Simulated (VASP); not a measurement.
The system is GdN.

```
Gd N
1.0
     0.00000    2.49950    2.49950
     2.49950    0.00000    2.49950
     2.49950    2.49950    0.00000
Gd N
1 1
Cartesian
  2.4995 2.4995 2.4995
  0.0000 0.0000 0.0000
```

Base run:

| Quantity | Value |
| --- | --- |
| Program | VASP 6.6.1 |
| Functional | PBE |
| Potentials or basis | VASP PAW PBE potentials, release 64 (Gd, N) |
| Cutoff | 520 eV |
| k mesh | 8 × 8 × 8 |
| Occupations | gaussian, width 0.05 eV |
| Spin | collinear spin, ferromagnetic start |
| Starting moments | [7.0, 0.0] μB |
| Hubbard terms | Gd f U = 6.0 eV |

Its results: band gap on the k mesh zero (filled and empty bands overlap); pressure 0.8 GPa; net moment 7.00 μB per cell; site moments Gd +6.87; N -0.11 μB.

Task: The run is repeated on the same cell with these changes: functional from PBE to PBEsol; moments at the start from [7.0, 0.0] to [7.63, 0.0]. What comes out?

Result: Band gap on the k mesh zero (filled and empty bands overlap); pressure -4.6 GPa; net moment 7.00 μB per cell; site moments Gd +6.88; N -0.11 μB.

Caveats: spin-orbit coupling is left out, which moves the levels of the heavy elements; a cell with one magnetic atom can't hold antiferromagnetic order, which such compounds often take; the PAW data sets were made with another functional, which shifts forces and pressure a little (some runs).
